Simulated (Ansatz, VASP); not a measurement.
# One calculation of BaZrO3, two programs

```
Ba Zr O
1.0
     4.19134    0.00000    0.00000
     0.00000    4.19134    0.00000
     0.00000    0.00000    4.19134
Ba Zr O
1 1 3
Direct
  0.00000 0.00000 0.00000
  0.50000 0.50000 0.50000
  0.50000 0.50000 0.00000
  0.50000 0.00000 0.50000
  0.00000 0.50000 0.50000
```

Alike in both runs: task relaxation of cell and atoms; functional PBEsol; k mesh 6 × 6 × 6; occupations fermi-dirac, width 0.05 eV; no spin polarisation; Hubbard terms Zr d U = 4.0 eV.

|  | VASP | Ansatz |
| --- | --- | --- |
| version | VASP 6.6.1 | Ansatz 0.2.0 |
| potentials or method | VASP PAW PBE potentials, release 64 (Ba_sv, Zr_sv, O) | Ansatz PAW |
| plane-wave cutoff (eV) | 600 | 420 |
| valence electrons in the cell | 40 | 40 |

```csv
,VASP,Ansatz,Ansatz less VASP
"gap on the k mesh at the Fermi level, each at its own relaxed structure (eV)",3.62,3.85,+0.224
relaxed volume (Å³/atom),15.08,14.79,-0.291
relaxed length of the cell vector where the two differ most in proportion (Å),4.225,4.197,-0.0274
```

VASP's potentials were made for PBE, not for PBEsol. The programs project onto different local orbitals, so the same U acts differently, and such runs can settle in different states.

Neither program's run includes spin-orbit coupling. Noted on Ansatz's run: the plane-wave basis is chosen anew once the cell has moved, so the energies of steps on either side of that aren't comparable.
